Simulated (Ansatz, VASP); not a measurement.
## SbSe: VASP beside Ansatz

INCAR

```
SYSTEM = SbSe
PREC     = Accurate       ! precision mode
ENCUT    = 600            ! plane-wave cutoff, eV
EDIFF    = 1E-7           ! SCF threshold, eV
ISMEAR   = 0              ! smearing method
SIGMA    = 0.1            ! smearing width, eV
LREAL    = .FALSE.        ! projectors in reciprocal space
LASPH    = .TRUE.         ! aspherical terms in the spheres
NELM     = 60             ! most SCF steps
ALGO     = Normal         ! electronic algorithm
ISIF     = 3              ! what is computed and relaxed
LWAVE    = .FALSE.        ! write WAVECAR
LCHARG   = .FALSE.        ! write CHGCAR
GGA      = PE             ! functional
IBRION   = 2              ! ionic algorithm
NSW      = 90             ! ionic steps
EDIFFG   = -0.04          ! ionic threshold
```

KPOINTS

```
Automatic mesh
0
G
  6 6 4
  0 0 0
```

The input POSCAR:

```
SbSe
1.0
    4.4077614704      0.0000000000      0.0000000000
   -2.2038807351      3.8172334072      0.0000000000
    0.0000000000      0.0000000000      7.0588779921
Sb Se
2 2
Direct
    0.3333333333      0.6666666667      0.0000000000
    0.6666666667      0.3333333333      0.5000000000
    0.3333333333      0.6666666667      0.3821000000
    0.6666666667      0.3333333333      0.8821000000
```

Input for Ansatz:

```yaml
crystal:
  lattice:
    - [4.4077614704, 0.0, 0.0]
    - [-2.2038807351, 3.8172334072, 0.0]
    - [0.0, 0.0, 7.0588779921]
  atoms:
    - { symbol: Sb, position: [0.3333333333, 0.6666666667, 0.0] }
    - { symbol: Sb, position: [0.6666666667, 0.3333333333, 0.5] }
    - { symbol: Se, position: [0.3333333333, 0.6666666667, 0.3821] }
    - { symbol: Se, position: [0.6666666667, 0.3333333333, 0.8821] }
basis:
  ecutwfc: 420
kpoints:
  mp_grid: { grid: [6, 6, 4] }
hamiltonian:
  xc: pbe
scf:
  occupations: { method: gaussian, width: 0.1 }
  lower_state_search: "off"
output:
  forces: true
  stress: true
  eigenvalues: true
relax:
  adjacent_minimum: "off"
  f_tol: 0.04
  max_steps: 70
  cell: { stress_tol: 0.4 }
```

Alike in both runs: task relaxation of cell and atoms; functional PBE; k mesh 6 × 6 × 4; occupations gaussian, width 0.1 eV; no spin polarisation.

```csv
,VASP,Ansatz
version,VASP 6.6.1,Ansatz 0.2.0
potentials or method,"VASP PAW PBE potentials, release 64 (Sb, Se), cutoff 600 eV","scalar-relativistic, plane waves, PAW"
valence electrons in the cell,22,62
```

VASP gave:

| Item | Value |
| --- | --- |
| gap on the k mesh at the Fermi level, each at its own relaxed structure (eV) | none |
| relaxed volume (Å³/atom) | 33.02 |
| relaxed cell length with the largest relative difference (Å) | 5.074 |

Question: What did Ansatz give for the same quantities?

Answer: gap on the k mesh at the Fermi level, each at its own relaxed structure (eV): none; relaxed volume (Å³/atom): 32.93; relaxed cell length with the largest relative difference (Å): 5.063.

A gap of «none» marks a metal or a gap that the smearing closes. VASP's potentials hold 22 valence electrons a cell and Ansatz's 62, so a difference there can come from the potentials and not from the codes.

Neither program's run includes spin-orbit coupling.
